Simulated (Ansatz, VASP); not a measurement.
# PtSe2: VASP beside Ansatz

INCAR

```
PREC = Accurate
ENCUT = 500
EDIFF = 1E-6
ISMEAR = 0
SIGMA = 0.05
LREAL = F
LASPH = T
NELM = 120
ALGO = Normal
ISIF = 2
LWAVE = F
LCHARG = F
GGA = PE
NBANDS = 31
GGA_COMPAT = F
```

The input KPOINTS:

```
regular mesh
0
Gamma
  8 8 8
```

Contents of POSCAR:

```
PtSe2
1.0
   -3.7516619507      0.0000000000      0.0000000000
    0.0000000001      6.4980691114      0.0000000000
    1.8758309753     -3.2490345557     -6.5268779685
Pt Se
2 4
Direct
    0.0000000000      0.0000000000      0.0000000000
    0.5000000000      0.5000000000      0.0000000000
    0.8999064864      0.2332398197      0.7998129728
    0.3999064864      0.7332398197      0.7998129728
    0.1000935136      0.7667601803      0.2001870272
    0.6000935136      0.2667601803      0.2001870272
```

Input for Ansatz:

```yaml
crystal:
  lattice:
    - [-3.7516619507, 0.0, 0.0]
    - [1.0e-10, 6.4980691114, 0.0]
    - [1.8758309753, -3.2490345557, -6.5268779685]
  atoms:
    - { symbol: Pt, position: [0.0, 0.0, 0.0] }
    - { symbol: Pt, position: [0.5, 0.5, 0.0] }
    - { symbol: Se, position: [0.8999064864, 0.2332398197, 0.7998129728] }
    - { symbol: Se, position: [0.3999064864, 0.7332398197, 0.7998129728] }
    - { symbol: Se, position: [0.1000935136, 0.7667601803, 0.2001870272] }
    - { symbol: Se, position: [0.6000935136, 0.2667601803, 0.2001870272] }
basis:
  ecutwfc: 420
kpoints:
  mp_grid: { grid: [8, 8, 8] }
hamiltonian:
  xc: pbe
scf:
  occupations: { method: gaussian, width: 0.05 }
output:
  forces: true
  stress: true
  eigenvalues: true
  write_density: true
  write_potential: true
  elf: true
  volumetric_format: npy
```

Alike in both runs: task single point; functional PBE; k mesh 8 × 8 × 8; occupations gaussian, width 0.05 eV; no spin polarisation.

|  | VASP | Ansatz |
| --- | --- | --- |
| version | VASP 6.6.1 | Ansatz 0.2.0 |
| potentials or method | VASP PAW PBE potentials, release 64 (Pt, Se), cutoff 500 eV | scalar-relativistic, plane waves, PAW |
| valence electrons in the cell | 44 | 100 |

Ansatz gave:

```
gap on the k mesh at the Fermi level (eV) : 0.87
least direct gap on the mesh (eV)         : 1.05
pressure (GPa)                            : 0.0
```

**Question.** What did VASP give for the same quantities?

**Answer.** gap on the k mesh at the Fermi level (eV): 0.86; least direct gap on the mesh (eV): 1.04; pressure (GPa): 0.0.

VASP's potentials hold 44 valence electrons a cell and Ansatz's 100, so a difference there can come from the potentials and not from the codes.

Spin-orbit coupling is off throughout.
